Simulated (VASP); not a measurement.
## CuCl: single point with PBEsol

Slab: CuCl, a slab with vacuum.

```
Cl Cu
1.0
     3.74123    0.00000    0.00000
    -1.87062    3.24000    0.00000
     0.00000    0.00000   24.92779
Cl Cu
4 4
Direct
  0.00000 0.00000 0.30898
  0.33333 0.66667 0.43019
  0.66667 0.33333 0.55093
  0.00000 0.00000 0.68380
  0.33333 0.66667 0.32995
  0.66667 0.33333 0.45610
  0.00000 0.00000 0.58913
  0.33333 0.66667 0.65090
```

| Property | Result |
| --- | --- |
| Program | VASP 6.6.1 |
| Task | single point |
| Functional | PBEsol |
| Potentials or basis | VASP PAW PBE potentials, release 64 (Cl, Cu) |
| Cutoff | 520 eV |
| k mesh | 9 × 9 × 1 |
| Occupations | gaussian, width 0.05 eV |
| Spin | no spin polarisation |
| Dipole correction | yes |
| Further INCAR settings | ALGO = Normal; EDIFF = 1e-07; NBANDS = 46 |

```
Largest force          : 0.037 eV/Å
Band gap on the k mesh : zero (band 36 reaches 0.20 eV, above the bottom of band 37 at 0.06 eV)
```

Forces in eV/Å, atoms in the order of the input:
```
Cl   0.000  0.000 -0.006
Cl   0.000  0.000 -0.024
Cl   0.000  0.000  0.002
Cl   0.000  0.000  0.037
Cu   0.000  0.000  0.007
Cu   0.000  0.000 -0.001
Cu   0.000  0.000  0.002
Cu   0.000  0.000 -0.015
```

Levels at points of the mesh, in eV from the Fermi level:
```csv
k point,band 34,band 35,band 36,band 37,band 38,band 39
"(0.00, 0.00, 0.00)",-0.49,-0.23,0.13,0.13,1.45,1.94
```

Run time: 7.8 min on 1 thread of Intel Xeon 6975P-C (shared host), peak memory 0.46 GiB.

Caveat: the PAW data sets were made with another functional, which shifts forces and pressure a little; semilocal functionals often make such compounds metallic where correlation or magnetic order opens a gap, which also shifts bond lengths. With open d or f shells a metallic result of PBEsol can be an artefact of self-interaction; +U or a hybrid may open a gap.
